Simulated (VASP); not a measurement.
# TiAl3: single point with r2SCAN

Crystal: TiAl3.

```
Ti Al
1.0
     3.83700    0.00000    0.00000
     0.00000    3.83700    0.00000
     0.00000    0.00000    3.95567
Ti Al
1 3
Cartesian
  0.0000 0.0000 0.0000
  1.9185 1.9185 0.0000
  1.9185 0.0000 1.9778
  0.0000 1.9185 1.9778
```

This cell differs from its parent crystal: strain -0.030 along x and y, +0.000 along z.

```json
{
  "Program": "VASP 6.6.1",
  "Task": "single point",
  "Functional": "r2SCAN",
  "Potentials or basis": "VASP PAW PBE potentials, release 64 (Ti_sv, Al)",
  "Cutoff": "520 eV",
  "k mesh": "12 × 12 × 12",
  "Occupations": "gaussian, width 0.15 eV",
  "Spin": "no spin polarisation"
}
```

| Item | Value |
| --- | --- |
| Pressure | 8.0 GPa |
| Band gap on the k mesh | zero (an odd number of electrons rules out a gap without spin polarisation) |

Stress tensor (GPa, compression positive):
```
9.55 0.00 0.00
0.00 9.55 0.00
0.00 0.00 4.79
```

Levels at points of the mesh, in eV from the Fermi level:
| k point | band 7 | band 8 | band 9 | band 10 | band 11 | band 12 | band 13 | band 14 |
| --- | --- | --- | --- | --- | --- | --- | --- | --- |
| (0.00, 0.00, 0.00) | -3.20 | -2.78 | -2.26 | -2.26 | 0.10 | 0.10 | 0.18 | 0.60 |
| (0.50, 0.00, 0.00) | -2.80 | -2.50 | -2.45 | 0.43 | 0.46 | 0.79 | 0.93 | 1.40 |
| (0.50, 0.50, 0.00) | -6.54 | -5.61 | -1.58 | -1.58 | 0.47 | 0.89 | 1.26 | 1.63 |
| (0.00, 0.00, 0.50) | -2.48 | -2.48 | -2.40 | 0.44 | 0.88 | 0.88 | 0.91 | 1.06 |
| (0.50, 0.00, 0.50) | -6.67 | -5.61 | -1.43 | -1.32 | 0.76 | 1.08 | 1.23 | 1.52 |
| (0.50, 0.50, 0.50) | -5.53 | -5.53 | -4.07 | -3.91 | -3.91 | 0.31 | 1.51 | 1.68 |

Run time: 5.5 min on 1 thread of Intel(R) Xeon(R) 6975P-C (Granite Rapids), with other jobs on the host, peak memory 0.31 GiB.

Caveat: the cell differs from its parent crystal (strain -0.030 along x and y, +0.000 along z); the cell stands under pressure; the PAW data sets were made with another functional, which shifts forces and pressure a little.
